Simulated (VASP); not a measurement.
# Li2Se (Fm-3m) in VASP: settings compared

Aim: see how the results for Li2Se move with the level of theory and the settings. Levels: PBE, r2SCAN, HSE06. Tasks: single point.

All numbers are computed with VASP 6.6.1; they aren't measurements. Logs are shortened: lines on timing, memory, paths and dates and some standing lists are left out, and cuts for length are marked.

## Step 1: The cell of the first run

It takes space group Fm-3m (No. 225, cubic). Conventional cell: a = 5.987 Å, b = 5.987 Å, c = 5.987 Å, α = 90.00°, β = 90.00°, γ = 90.00°. Within 3.4 Å of Li (site symmetry -43m) lie 4 Se at 2.59 Å and 6 Li at 2.99 Å. Se (site symmetry m-3m) has 8 Li at 2.59 Å within 3.4 Å.

## Step 2: Single point, PBE

INCAR reads:

```
SYSTEM = Li2Se
PREC = Accurate
ENCUT = 750
EDIFF = 1E-6
ISMEAR = 0
SIGMA = 0.01
LREAL = .False.
LASPH = .True.
NELM = 120
ALGO = Normal
ISIF = 2
LWAVE = .False.
LCHARG = .False.
GGA = PE
NBANDS = 13
GGA_COMPAT = .False.
```

KPOINTS reads:

```
regular mesh
0
Gamma
  6 6 6
  0 0 0
```

POSCAR reads:

```
Li2Se
1.0
    0.0000000000      2.9934588640      2.9934588640
    2.9934588640      0.0000000000      2.9934588640
    2.9934588640      2.9934588640      0.0000000000
Li Se
2 1
Direct
    0.2500000000      0.2500000000      0.2500000000
    0.7500000000      0.7500000000      0.7500000000
    0.0000000000      0.0000000000      0.0000000000
```

Potentials or basis: VASP PAW PBE potentials, release 64 (Li_sv, Se).

On the command line:

```bash
> cat potpaw_PBE.64/Li_sv/POTCAR potpaw_PBE.64/Se/POTCAR > POTCAR
> mpirun -np 1 vasp_std > vasp.out
```

OUTCAR:

```text
SYSTEM = Li2Se
   PREC = Accurate
   ENCUT = 750
   EDIFF = 1E-6
   ISMEAR = 0
   LREAL = .False.
   LASPH = .True.
   NELM = 120
   ISIF = 2
   GGA = PE

 ion  position               nearest neighbor table
   1  0.250  0.250  0.250-   3 2.59   3 2.59   3 2.59   3 2.59
   2  0.750  0.750  0.750-   3 2.59   3 2.59   3 2.59   3 2.59
   3  0.000  0.000  0.000-   2 2.59   2 2.59   2 2.59   1 2.59   1 2.59   1 2.59   2 2.59   1 2.59

  LATTYP: Found a face centered cubic cell.
 ALAT       =     5.9869177280

  Lattice vectors:

 A1 = (   0.0000000000,   2.9934588640,   2.9934588640)
 A2 = (   2.9934588640,   0.0000000000,   2.9934588640)
 A3 = (   2.9934588640,   2.9934588640,   0.0000000000)

Analysis of symmetry for initial positions (statically):
=====================================================================
 Subroutine PRICEL returns:
 Original cell was already a primitive cell.

 Routine SETGRP: Setting up the symmetry group for a
 face centered cubic supercell.

 Subroutine GETGRP returns: Found 48 space group operations
 (whereof 48 operations were pure point group operations)
 out of a pool of 48 trial point group operations.

The static configuration has the point symmetry O_h .

Analysis of symmetry for dynamics (positions and initial velocities):
=====================================================================
 Subroutine PRICEL returns:
 Original cell was already a primitive cell.

 Routine SETGRP: Setting up the symmetry group for a
 face centered cubic supercell.

 Subroutine GETGRP returns: Found 48 space group operations
 (whereof 48 operations were pure point group operations)
 out of a pool of 48 trial point group operations.

The dynamic configuration has the point symmetry O_h .

 Subroutine INISYM returns: Found 48 space group operations
 (whereof 48 operations are pure point group operations),
 and found     1 'primitive' translations

----------------------------------------------------------------------------------------

                                     Primitive cell

  volume of cell :      53.6475

  direct lattice vectors                    reciprocal lattice vectors
     0.000000000  2.993458864  2.993458864    -0.167030857  0.167030857  0.167030857
     2.993458864  0.000000000  2.993458864     0.167030857 -0.167030857  0.167030857
     2.993458864  2.993458864  0.000000000     0.167030857  0.167030857 -0.167030857

  length of vectors
     4.233390124  4.233390124  4.233390124     0.289305931  0.289305931  0.289305931

  position of ions in fractional coordinates (direct lattice)
     0.250000000  0.250000000  0.250000000
     0.750000000  0.750000000  0.750000000
     0.000000000  0.000000000  0.000000000

  ion indices of the primitive-cell ions
   primitive index   ion index
                 1           1
                 2           2
                 3           3

----------------------------------------------------------------------------------------

 KPOINTS: regular mesh

Automatic generation of k-mesh.
 Grid dimensions read from file:
 generate k-points for:    6    6    6

 Generating k-lattice:

  Cartesian coordinates                     Fractional coordinates (reciprocal lattice)
    -0.027838476  0.027838476  0.027838476     0.166666667  0.000000000  0.000000000
     0.027838476 -0.027838476  0.027838476     0.000000000  0.166666667  0.000000000
     0.027838476  0.027838476 -0.027838476     0.000000000  0.000000000  0.166666667

  Length of vectors
     0.048217655  0.048217655  0.048217655

  Shift w.r.t. Gamma in fractional coordinates (k-lattice)
     0.000000000  0.000000000  0.000000000

 Subroutine IBZKPT returns following result:
 ===========================================

 Found     16 irreducible k-points:

 Following reciprocal coordinates:
            Coordinates               Weight
  0.000000  0.000000  0.000000      1.000000
  0.166667  0.000000  0.000000      8.000000
  0.333333  0.000000  0.000000      8.000000
  0.500000  0.000000  0.000000      4.000000
  0.166667  0.166667  0.000000      6.000000
  0.333333  0.166667  0.000000     24.000000
[... 8 lines left out ...]
 -0.333333  0.333333  0.166667     24.000000
 -0.333333  0.500000  0.166667     12.000000
   k-points           NKPTS =     16   k-points in BZ     NKDIM =     16   number of bands    NBANDS=     13
   number of dos      NEDOS =    301   number of ions     NIONS =      3
   total plane-waves  NPLWV =  64000
   dimension x,y,z NGX =    40 NGY =   40 NGZ =   40
   dimension x,y,z NGXF=    80 NGYF=   80 NGZF=   80
   ions per type =               2   1
   NGX,Y,Z   is equivalent  to a cutoff of  15.71, 15.71, 15.71 a.u.
   NGXF,Y,Z  is equivalent  to a cutoff of  31.42, 31.42, 31.42 a.u.
 SYSTEM =  Li2Se
   PREC   = accura    normal or accurate (medium, high low for compatibility)
   ISTART =      0    job   : 0-new  1-cont  2-samecut
   ICHARG =      2    charge: 1-file 2-atom 10-const
   ISPIN  =      1    spin polarized calculation?
   LNONCOLLINEAR =      F non collinear calculations
   LSORBIT =      F    spin-orbit coupling
   LASPH  =      T    aspherical Exc in radial PAW
   ENCUT  =  750.0 eV  55.12 Ry    7.42 a.u.   9.45  9.45  9.45*2*pi/ulx,y,z
   NELM   =    120;   NELMIN=  2; NELMDL= -5     # of ELM steps
   EDIFF  = 0.1E-05   stopping-criterion for ELM
   LREAL  =      F    real-space projection
   EDIFFG = 0.1E-04   stopping-criterion for IOM
   NSW    =      0    number of steps for IOM
   IBRION =     -1    ionic relax: 0-MD 1-quasi-New 2-CG
   NFREE  =      0    steps in history (QN), initial steepest desc. (CG)
   ISIF   =      2    stress and relaxation
   ISYM   =      2    0-nonsym 1-usesym 2-fastsym
   POTIM  = 0.5000    time-step for ionic-motion
   TEBEG  =    0.0;   TEEND  =   0.0 temperature during run
   PSTRESS=    0.0 pullay stress
   NELECT =      12.0000    total number of electrons
   NUPDOWN=      -1.0000    fix difference up-down
   EMIN   =  10.00;   EMAX   =-10.00  energy-range for DOS
   EFERMI =   0.00;   METHOD = LEGACY
   ISMEAR =     0;   SIGMA  =   0.01  broadening in eV -4-tet -1-fermi 0-gaus
   EFERMI_NEDOS =   21; number of points for ismear=-14 and -15
   IALGO  =     38    algorithm
   IMIX   =      4    mixing-type and parameters
     AMIX     =   0.40;   BMIX     =  1.00
     AMIX_MAG =   1.60;   BMIX_MAG =  1.00
  volume/ion in A,a.u.               =      17.88       120.68
  Fermi-wavevector in a.u.,A,eV,Ry     =   0.993769  1.877950 13.436789  0.987576
  Thomas-Fermi vector in A             =   2.125673
   LORBIT       =      0    0 simple, 1 ext, 2 COOP (PROOUT), +10 PAW based schemes
   GGA     = PE    functional components
   LHFCALC =     F    Hartree Fock is set to
   AEXX    =    0.0000 exact exchange contribution
   IVDW    =     0    specifies the selected vdW correction
   LEPSILON=     F    determine dielectric tensor
   LRPA    =     F    only Hartree local field effects (RPA)
 non-spin polarized calculation
 Gauss-broadening in eV      SIGMA  =   0.01
  energy-cutoff  :      750.00
  volume of cell :       53.65
 maximum number of plane-waves:      2529
 NGX is ok and might be reduce to    40
   NGX = 19   NGY = 19   NGZ = 19

 number of electron      12.0000003 magnetization

 Free energy of the ion-electron system (eV)
  ---------------------------------------------------
  ext. energy  EPLUGINS =         0.00000000
  ---------------------------------------------------
  free energy    TOTEN  =       -11.13000651 eV

  energy without entropy =      -11.13000651  energy(sigma->0) =      -11.13000651

 E-fermi :   1.2465     XC(G=0):  -8.2950

 val. band max:        1.0471909378   @ k =   0.0000   0.0000   0.0000
 cond. band min:       4.0147010199   @ k =   0.5000   0.5000   0.0000
 fundamental gap:      2.9675100821
 Fermi energy:         1.2465449010

 k-point     1 :       0.0000    0.0000    0.0000
  band No.  band energies     occupation
      1     -43.6502      2.00000
      2     -43.6255      2.00000
      3     -10.3659      2.00000
      4       1.0472      2.00000
      5       1.0472      2.00000
      6       1.0472      2.00000
      7       4.4685      0.00000
      8       6.6712      0.00000
      9       6.6712      0.00000
     10       6.6712      0.00000
     11      11.6544      0.00000
     12      11.6544      0.00000
     13      12.0025      0.00000

 k-point     2 :       0.1667    0.0000    0.0000
  band No.  band energies     occupation
      1     -43.6485      2.00000
      2     -43.6271      2.00000
      3     -10.2807      2.00000
      4       0.0162      2.00000
      5       0.8918      2.00000
      6       0.8918      2.00000
      7       5.1967      0.00000
      8       7.0361      0.00000
      9       7.0361      0.00000
     10       7.3157      0.00000
     11      10.1885      0.00000
     12      10.1885      0.00000
     13      12.1910      0.00000

 k-point     3 :       0.3333    0.0000    0.0000
  band No.  band energies     occupation
      1     -43.6437      2.00000
      2     -43.6314      2.00000
      3     -10.0958      2.00000
      4      -1.3425      2.00000
      5       0.6287      2.00000
      6       0.6287      2.00000
      7       5.9141      0.00000
      8       7.1794      0.00000
      9       7.1794      0.00000
     10       8.5329      0.00000
     11      10.6590      0.00000
     12      10.6590      0.00000
     13      12.8599      0.00000
[... 177 lines left out ...]
 k-point    15 :      -0.3333    0.3333    0.1667
  band No.  band energies     occupation
      1     -43.6374      2.00000
      2     -43.6373      2.00000
      3      -9.9060      2.00000
      4      -1.3712      2.00000
      5      -0.5882      2.00000
      6      -0.1696      2.00000
      7       6.3145      0.00000
      8       7.0930      0.00000
      9       9.3229      0.00000
     10       9.7978      0.00000
     11       9.9359      0.00000
     12      11.9514      0.00000
     13      13.6664      0.00000

 k-point    16 :      -0.3333    0.5000    0.1667
  band No.  band energies     occupation
      1     -43.6394      2.00000
      2     -43.6352      2.00000
      3      -9.8770      2.00000
      4      -1.0695      2.00000
      5      -0.6560      2.00000
      6      -0.6529      2.00000
      7       5.3035      0.00000
      8       8.1168      0.00000
      9       8.6310      0.00000
     10      10.3394      0.00000
     11      11.7770      0.00000
     12      12.6500      0.00000
     13      13.0224      0.00000

------------------------ aborting loop because EDIFF is reached ----------------------------------------

  FORCE on cell =-STRESS in cart. coord.  units (eV):
  Direction    XX          YY          ZZ          XY          YZ          ZX
  --------------------------------------------------------------------------------------
  -------------------------------------------------------------------------------------
  Total        0.0911234      0.0911234      0.0911234     -0.0000000      0.0000000      0.0000000
  in kB        2.7213884      2.7213884      2.7213884     -0.0000000      0.0000000      0.0000000
  external PRESSURE =       2.7213884 kB  Pullay stress =       0.0000000 kB

 VOLUME and BASIS-vectors are now :
 -----------------------------------------------------------------------------
  energy-cutoff  :      750.00
  volume of cell :       53.65
      direct lattice vectors                 reciprocal lattice vectors
     0.000000000  2.993458864  2.993458864    -0.167030857  0.167030857  0.167030857
     2.993458864  0.000000000  2.993458864     0.167030857 -0.167030857  0.167030857
     2.993458864  2.993458864  0.000000000     0.167030857  0.167030857 -0.167030857

 POSITION                                       TOTAL-FORCE (eV/Angst)
 -----------------------------------------------------------------------------------
      1.49673      1.49673      1.49673        -0.000000     -0.000000     -0.000000
      4.49019      4.49019      4.49019         0.000000      0.000000      0.000000
      0.00000      0.00000      0.00000        -0.000000     -0.000000     -0.000000
 -----------------------------------------------------------------------------------
    total drift:                                0.000000     -0.000000      0.000000

  FREE ENERGIE OF THE ION-ELECTRON SYSTEM (eV)
  ---------------------------------------------------
  free  energy   TOTEN  =       -11.1300065054 eV

  energy  without entropy=      -11.1300065054  energy(sigma->0) =      -11.13000651
```

Wall time 18 s (1 thread of Intel Xeon Platinum 8375C at 2.90GHz (Ice Lake), shared host); peak memory 0.23 GiB.

Results:

- Free energy: -11.1300 eV
- Pressure: 0.3 GPa
- Band gap on the k mesh: 2.97 eV, indirect (least direct gap 3.42 eV)

Levels at points of the mesh, in eV from the valence-band top:
| k point | band 2 | band 3 | band 4 | band 5 | band 6 | band 7 | band 8 | band 9 | band 10 | band 11 |
| --- | --- | --- | --- | --- | --- | --- | --- | --- | --- | --- |
| (0.00, 0.00, 0.00) | -44.67 | -11.41 | 0.00 | 0.00 | 0.00 | 3.42 | 5.62 | 5.62 | 5.62 | 10.61 |
| (0.50, 0.00, 0.00) | -44.68 | -11.04 | -2.93 | -0.53 | -0.53 | 5.14 | 5.96 | 5.96 | 7.98 | 11.54 |
| (0.50, 0.50, 0.00) | -44.68 | -10.93 | -2.30 | -1.45 | -1.45 | 2.97 | 6.19 | 10.37 | 10.37 | 11.49 |

A k mesh can miss the band edges. PBE gaps usually lie below the measured ones, often by a third to a half.

[end of part 1 of 2]
